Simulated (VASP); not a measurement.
# BAs (rocksalt type) (Fm-3m) in VASP: a series of runs

BAs (rocksalt type) is run at these levels: PBE; tasks: single point, relaxation of cell and atoms.

Everything below comes from runs of VASP 6.6.1. Logs are shortened: lines on timing, memory, paths and dates and some standing lists are left out, and cuts for length are marked.

## (1) The cell of the first run

It takes space group Fm-3m (No. 225, cubic). The conventional cell has a = 4.387 Å, b = 4.387 Å, c = 4.387 Å, α = 90.00°, β = 90.00°, γ = 90.00°. Within 2.9 Å of B (site symmetry m-3m) lie 6 As at 2.19 Å. Within 2.9 Å of As (site symmetry m-3m) lie 6 B at 2.19 Å.

## (2) Single point, PBE

File INCAR:

```
  ALGO = Normal
  EDIFF = 1E-7
  ENCUT = 520
  GGA = PE
  ISIF = 2
  ISMEAR = -1
  LASPH = T
  LCHARG = F
  LREAL = F
  LWAVE = F
  NBANDS = 11
  NELM = 80
  PREC = Accurate
  SIGMA = 0.05
```

File KPOINTS:

```
k-points
0
Gamma
  16 16 16
```

File POSCAR:

```
BAs
1.0
    0.0000000000      2.1933433607      2.1933433607
    2.1933433607      0.0000000000      2.1933433607
    2.1933433607      2.1933433607      0.0000000000
B As
1 1
Direct
    0.0000000000      0.0000000000      0.0000000000
    0.5000000000      0.5000000000      0.5000000000
```

Potentials or basis: VASP PAW PBE potentials, release 64 (B, As).

On the command line:

```console
cat potpaw_PBE.64/B/POTCAR potpaw_PBE.64/As/POTCAR > POTCAR
mpirun -np 1 vasp_std > vasp.out
```

OUTCAR:

```text
EDIFF = 1E-7
   ENCUT = 520
   GGA = PE
   ISIF = 2
   ISMEAR = -1
   LASPH = T
   LREAL = F
   NELM = 80
   PREC = Accurate

 ion  position               nearest neighbor table
   1  0.000  0.000  0.000-   2 2.19   2 2.19   2 2.19   2 2.19   2 2.19   2 2.19
   2  0.500  0.500  0.500-   1 2.19   1 2.19   1 2.19   1 2.19   1 2.19   1 2.19

  LATTYP: Found a face centered cubic cell.
 ALAT       =     4.3866867214

  Lattice vectors:

 A1 = (   0.0000000000,   2.1933433607,   2.1933433607)
 A2 = (   2.1933433607,   0.0000000000,   2.1933433607)
 A3 = (   2.1933433607,   2.1933433607,   0.0000000000)

Analysis of symmetry for initial positions (statically):
=====================================================================
 Subroutine PRICEL returns:
 Original cell was already a primitive cell.

 Routine SETGRP: Setting up the symmetry group for a
 face centered cubic supercell.

 Subroutine GETGRP returns: Found 48 space group operations
 (whereof 48 operations were pure point group operations)
 out of a pool of 48 trial point group operations.

The static configuration has the point symmetry O_h .

Analysis of symmetry for dynamics (positions and initial velocities):
=====================================================================
 Subroutine PRICEL returns:
 Original cell was already a primitive cell.

 Routine SETGRP: Setting up the symmetry group for a
 face centered cubic supercell.

 Subroutine GETGRP returns: Found 48 space group operations
 (whereof 48 operations were pure point group operations)
 out of a pool of 48 trial point group operations.

The dynamic configuration has the point symmetry O_h .

 Subroutine INISYM returns: Found 48 space group operations
 (whereof 48 operations are pure point group operations),
 and found     1 'primitive' translations

----------------------------------------------------------------------------------------

                                     Primitive cell

  volume of cell :      21.1033

  direct lattice vectors                    reciprocal lattice vectors
     0.000000000  2.193343361  2.193343361    -0.227962484  0.227962484  0.227962484
     2.193343361  0.000000000  2.193343361     0.227962484 -0.227962484  0.227962484
     2.193343361  2.193343361  0.000000000     0.227962484  0.227962484 -0.227962484

  length of vectors
     3.101855928  3.101855928  3.101855928     0.394842604  0.394842604  0.394842604

  position of ions in fractional coordinates (direct lattice)
     0.000000000  0.000000000  0.000000000
     0.500000000  0.500000000  0.500000000
[... 79 lines left out ...]
   EDIFFG = 0.1E-05   stopping-criterion for IOM
   NSW    =      0    number of steps for IOM
   IBRION =     -1    ionic relax: 0-MD 1-quasi-New 2-CG
   NFREE  =      0    steps in history (QN), initial steepest desc. (CG)
   ISIF   =      2    stress and relaxation
   ISYM   =      2    0-nonsym 1-usesym 2-fastsym
   POTIM  = 0.5000    time-step for ionic-motion
   TEBEG  =    0.0;   TEEND  =   0.0 temperature during run
   PSTRESS=    0.0 pullay stress
   NELECT =       8.0000    total number of electrons
   NUPDOWN=      -1.0000    fix difference up-down
   EMIN   =  10.00;   EMAX   =-10.00  energy-range for DOS
   EFERMI =   0.00;   METHOD = LEGACY
   ISMEAR =    -1;   SIGMA  =   0.05  broadening in eV -4-tet -1-fermi 0-gaus
   EFERMI_NEDOS =   21; number of points for ismear=-14 and -15
   IALGO  =     38    algorithm
   IMIX   =      4    mixing-type and parameters
     AMIX     =   0.40;   BMIX     =  1.00
     AMIX_MAG =   1.60;   BMIX_MAG =  1.00
  volume/ion in A,a.u.               =      10.55        71.21
  Fermi-wavevector in a.u.,A,eV,Ry     =   1.184827  2.238998 19.100057  1.403815
  Thomas-Fermi vector in A             =   2.321033
   LORBIT       =      0    0 simple, 1 ext, 2 COOP (PROOUT), +10 PAW based schemes
   GGA     = PE    functional components
   LHFCALC =     F    Hartree Fock is set to
   AEXX    =    0.0000 exact exchange contribution
   IVDW    =     0    specifies the selected vdW correction
   LEPSILON=     F    determine dielectric tensor
   LRPA    =     F    only Hartree local field effects (RPA)
 non-spin polarized calculation
  energy-cutoff  :      520.00
  volume of cell :       21.10
 maximum number of plane-waves:       588
   NGX = 11   NGY = 11   NGZ = 11

 number of electron       7.9999999 magnetization

 Free energy of the ion-electron system (eV)
  ---------------------------------------------------
  ext. energy  EPLUGINS =         0.00000000
  ---------------------------------------------------
  free energy    TOTEN  =        -9.36612962 eV

  energy without entropy =       -9.36124222  energy(sigma->0) =       -9.36368592

 E-fermi :   9.2223     XC(G=0): -12.0911

 val. band max:        9.1726116803   @ k =   0.5000   0.3125   0.0625
 cond. band min:       9.2270697362   @ k =  -0.4375   0.4375   0.1250
 fundamental gap:      0.0544580559
 Fermi energy:         9.2223328531

 k-point     1 :       0.0000    0.0000    0.0000
  band No.  band energies     occupation
      1      -8.3393      2.00000
      2       9.1444      1.65209
      3       9.1444      1.65209
      4       9.1444      1.65209
      5      14.9328      0.00000
      6      17.9643      0.00000
      7      17.9643      0.00000
      8      17.9643      0.00000
      9      18.1693      0.00000
     10      18.1693      0.00000
     11      18.1693      0.00000
[... 309 lines left out ...]
 k-point    24 :      -0.0625    0.0625    0.0000
  band No.  band energies     occupation
      1      -8.1155      2.00000
      2       8.0175      2.00000
      3       8.5549      2.00000
      4       9.3894      0.06839
      5      15.3123      0.00000
      6      16.2458      0.00000
      7      17.0520      0.00000
      8      17.4721      0.00000
      9      18.3828      0.00000
     10      18.3942      0.00000
     11      19.3309      0.00000

 [... further k-points ...]
[... 5 lines left out ...]
  --------------------------------------------------------------------------------------
  -------------------------------------------------------------------------------------
  Total        3.6682816      3.6682816      3.6682816     -0.0000000     -0.0000000      0.0000000
  in kB      278.4988349    278.4988349    278.4988349     -0.0000000     -0.0000000      0.0000000
  external PRESSURE =     278.4988349 kB  Pullay stress =       0.0000000 kB

 VOLUME and BASIS-vectors are now :
 -----------------------------------------------------------------------------
  energy-cutoff  :      520.00
  volume of cell :       21.10
      direct lattice vectors                 reciprocal lattice vectors
     0.000000000  2.193343361  2.193343361    -0.227962484  0.227962484  0.227962484
     2.193343361  0.000000000  2.193343361     0.227962484 -0.227962484  0.227962484
     2.193343361  2.193343361  0.000000000     0.227962484  0.227962484 -0.227962484

 POSITION                                       TOTAL-FORCE (eV/Angst)
 -----------------------------------------------------------------------------------
      0.00000      0.00000      0.00000         0.000000     -0.000000     -0.000000
      2.19334      2.19334      2.19334         0.000000      0.000000      0.000000
 -----------------------------------------------------------------------------------
    total drift:                                0.000000     -0.000000     -0.000000

  FREE ENERGIE OF THE ION-ELECTRON SYSTEM (eV)
  ---------------------------------------------------
  free  energy   TOTEN  =        -9.3661296163 eV

  energy  without entropy=       -9.3612422164  energy(sigma->0) =       -9.36368592
```

Run time: 22 s. Hardware: 1 thread of Intel Xeon 6975P-C, shared host; peak memory 0.17 GiB.

Results:

```
Free energy            : -9.3661 eV
Pressure               : 27.8 GPa
Band gap on the k mesh : zero (band 4 reaches 10.64 eV, above the bottom of band 5 at 6.18 eV)
```

Levels at points of the mesh, in eV from the Fermi level:
```csv
k point,band 1,band 2,band 3,band 4,band 5,band 6,band 7,band 8
"(0.00, 0.00, 0.00)",-17.56,-0.08,-0.08,-0.08,5.71,8.74,8.74,8.74
"(0.50, 0.00, 0.00)",-13.15,-10.93,0.84,0.84,1.53,1.53,5.09,6.25
"(0.50, 0.50, 0.00)",-11.27,-9.26,-4.42,-4.42,-3.04,3.14,12.19,12.19
```

## (3) Relaxation of cell and atoms, PBE, target pressure 27 GPa, at which the enthalpy is minimised

File INCAR:

```
ALGO = Normal
EDIFF = 1E-7
EDIFFG = -0.005
ENCUT = 600
GGA = PE
IBRION = 2
ISIF = 3
ISMEAR = -1
LASPH = True
LCHARG = False
LREAL = False
LWAVE = False
NELM = 100
NSW = 32
PREC = Accurate
PSTRESS = 270.0
SIGMA = 0.05
```

KPOINTS is that of step 2.

POSCAR is that of step 2.

Potentials or basis: VASP PAW PBE potentials, release 64 (B, As).

On the command line:

```console
cat potpaw_PBE.64/B/POTCAR potpaw_PBE.64/As/POTCAR > POTCAR
mpirun -np 1 vasp_std > vasp.out
```

It took 47 s on 1 thread of Intel Xeon 6975P-C, shared host; peak memory 0.18 GiB.

It converged, with:

| Quantity | Value |
| --- | --- |
| Free energy | -9.3796 eV |
| Relaxed volume | 10.59 Å³/atom |
| Relaxed cell | a = 3.105 Å, b = 3.105 Å, c = 3.105 Å, α = 60.00°, β = 60.00°, γ = 60.00° |
| Space group after relaxing (to 0.05 Å) | Fm-3m (No. 225) |
| Energy change on relaxing (the enthalpy is what falls) | -6.2 meV/atom |
| Ionic steps | 3 |
| Pressure after relaxing | 27.0 GPa |
| Band gap on the k mesh | zero (band 4 reaches 10.59 eV, above the bottom of band 5 at 6.13 eV) |

Step by step:
```tsv
step	energy change (eV)	largest force (eV/Å)	pressure (GPa)	volume (Å³)
1	0.0000	0.0000	27.83	21.10
2	-0.0282	0.0000	25.96	21.27
3	-0.0124	0.0000	27.02	21.18
```

Final structure:
```yaml
crystal:
  lattice:
    - [0.00000, 2.19585, 2.19585]
    - [2.19585, 0.00000, 2.19585]
    - [2.19585, 2.19585, 0.00000]
  atoms:
    - { symbol: B, position: [0.00000, 0.00000, 0.00000] }
    - { symbol: As, position: [0.50000, 0.50000, 0.50000] }
```

Levels at points of the mesh, in eV from the Fermi level:
```tsv
k point	band 2	band 3	band 4	band 5	band 6	band 7
(0.00, 0.00, 0.00)	-0.08	-0.08	-0.08	5.66	8.72	8.72
(0.50, 0.00, 0.00)	-10.90	0.85	0.85	1.52	1.52	5.07
(0.50, 0.50, 0.00)	-9.22	-4.40	-4.40	-3.05	3.16	12.16
```

Caveat: the cell is relaxed towards a set pressure, so the enthalpy falls and the energy may rise.
